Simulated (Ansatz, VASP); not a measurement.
# ZnS: VASP beside Ansatz

POSCAR

```
ZnS
1.0
    3.7642782015      0.0366651780      0.0825883036
   -1.8503861252      3.3529696023     -0.0287775709
    0.2704907558      0.0473357170     12.7135774675
Zn S
4 4
Direct
    0.0200529728      0.0373821448     -0.0096846658
    0.0078088171      0.0139550761      0.5001989794
    0.3431683849      0.7058577115      0.2564583632
    0.6686543885      0.3240886318      0.7459070752
    0.0114955637      0.0043884633      0.1843686199
   -0.0107775845     -0.0321032314      0.6894087900
    0.3163770865      0.6142127834      0.4464951255
    0.6432203710      0.3322184205      0.9368477127
```

File INCAR.step1:

```
ALGO = Normal ; EDIFF = 1E-4
ENCUT = 520 ; GGA = PE
ISMEAR = 0 ; LASPH = T
LCHARG = F ; LREAL = F
LWAVE = T ; NBANDS = 46
NELM = 80 ; PREC = Accurate
SIGMA = 0.05
```

Contents of INCAR.step2:

```
ALGO = Normal ; EDIFF = 1E-6
ENCUT = 520 ; ISIF = 2
ISMEAR = 0 ; ISTART = 1
LASPH = T ; LCHARG = T
LELF = T ; LMIXTAU = T
LREAL = F ; LVHAR = T
LWAVE = F ; METAGGA = R2SCAN
NBANDS = 46 ; NELM = 80
PREC = Accurate ; SIGMA = 0.05
```

File KPOINTS:

```
k-points
0
Gamma
  6 6 2
```

Input for Ansatz:

```yaml
crystal:
  lattice:
    - [3.7642782015, 0.036665178, 0.0825883036]
    - [-1.8503861252, 3.3529696023, -0.0287775709]
    - [0.2704907558, 0.047335717, 12.7135774675]
  atoms:
    - { symbol: Zn, position: [0.0200529728, 0.0373821448, -0.0096846658] }
    - { symbol: Zn, position: [0.0078088171, 0.0139550761, 0.5001989794] }
    - { symbol: Zn, position: [0.3431683849, 0.7058577115, 0.2564583632] }
    - { symbol: Zn, position: [0.6686543885, 0.3240886318, 0.7459070752] }
    - { symbol: S, position: [0.0114955637, 0.0043884633, 0.1843686199] }
    - { symbol: S, position: [-0.0107775845, -0.0321032314, 0.68940879] }
    - { symbol: S, position: [0.3163770865, 0.6142127834, 0.4464951255] }
    - { symbol: S, position: [0.643220371, 0.3322184205, 0.9368477127] }
basis:
  ecutwfc: 500
kpoints:
  mp_grid: { grid: [6, 6, 2] }
hamiltonian:
  xc: r2scan
scf:
  occupations: { method: gaussian, width: 0.05 }
output:
  forces: true
  stress: true
  eigenvalues: true
```

Change from the starting cell: all atoms moved at random (sigma 0.1 Å a component), cell strained at random (sigma 0.05).

Alike in both runs: task single point; functional r2SCAN; k mesh 6 × 6 × 2; occupations gaussian, width 0.05 eV; no spin polarisation.

|  | VASP | Ansatz |
| --- | --- | --- |
| version | VASP 6.6.1 | Ansatz 0.2.0 |
| potentials or method | VASP PAW PBE potentials, release 64 (Zn, S), cutoff 520 eV | scalar-relativistic, plane waves, PAW |
| valence electrons in the cell | 72 | 72 |

|  | VASP | Ansatz | Ansatz less VASP |
| --- | --- | --- | --- |
| gap on the k mesh at the Fermi level (eV) | 2.42 | 2.42 | -0.005 |
| least direct gap on the mesh (eV) | 2.42 | 2.42 | -0.005 |
| pressure (GPa) | -0.7 | -0.8 | -0.07 |
| traceless stress, the component that is largest in VASP (GPa) | -3.02 | -3.00 | +0.026 |
| rms of the force components (eV/Å) | 0.828 | 0.824 | -0.0042 |

VASP's potentials were made for PBE, not for r2SCAN. Atom by atom the forces differ by 0.009 eV/Å (rms over components).
